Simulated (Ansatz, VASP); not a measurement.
**Two plane-wave programs on P**

INCAR

```
SYSTEM = P
ALGO = Normal ; EDIFF = 1E-6
ENCUT = 520 ; GGA = CA
ISIF = 2 ; ISMEAR = 0
LASPH = .TRUE. ; LCHARG = .FALSE.
LREAL = .FALSE. ; LWAVE = .FALSE.
NBANDS = 12 ; NELM = 80
PREC = Accurate ; SIGMA = 0.15
```

Contents of KPOINTS:

```
k-points
0
G
  18 18 18
  0 0 0
```

Contents of POSCAR:

```
P
1.0
    1.7257251780      0.9963478961      3.1296800121
   -1.7257251780      0.9963478961      3.1296800121
    0.0000000000     -1.9926957921      3.1296800121
P
2
Direct
    0.2270802500      0.2270802500      0.2270802500
    0.7729197500      0.7729197500      0.7729197500
```

Input for Ansatz:

```yaml
crystal:
  lattice:
    - [1.725725178, 0.9963478961, 3.1296800121]
    - [-1.725725178, 0.9963478961, 3.1296800121]
    - [0.0, -1.9926957921, 3.1296800121]
  atoms:
    - { symbol: P, position: [0.22708025, 0.22708025, 0.22708025] }
    - { symbol: P, position: [0.77291975, 0.77291975, 0.77291975] }
basis:
  ecutwfc: 420
kpoints:
  mp_grid: { grid: [18, 18, 18] }
hamiltonian:
  xc: lda
scf:
  occupations: { method: gaussian, width: 0.15 }
output:
  forces: true
  stress: true
  eigenvalues: true
```

Alike in both runs: task single point; functional LDA; k mesh 18 × 18 × 18; occupations gaussian, width 0.15 eV; no spin polarisation.

|  | VASP | Ansatz |
| --- | --- | --- |
| version | VASP 6.6.1 | Ansatz 0.2.0 |
| potentials or method | VASP PAW LDA potentials, release 64 (P), cutoff 520 eV | scalar-relativistic, plane waves, PAW |
| valence electrons in the cell | 10 | 10 |

Ansatz gave:

```
gap on the k mesh at the Fermi level (eV)                     : none
pressure (GPa)                                                : -3.0
traceless stress, the component that is largest in VASP (GPa) : -0.79
rms of the force components (eV/Å)                            : 0.142
```

Task: Which values does VASP return?

Result: gap on the k mesh at the Fermi level (eV): none; pressure (GPa): -3.2; traceless stress, the component that is largest in VASP (GPa): -0.67; rms of the force components (eV/Å): 0.120.

LDA's correlation is that of Perdew and Zunger in VASP and of Perdew and Wang (1992) in Ansatz. Atom by atom the forces differ by 0.022 eV/Å (rms over components). A gap of «none» marks a metal or a gap that the smearing closes.
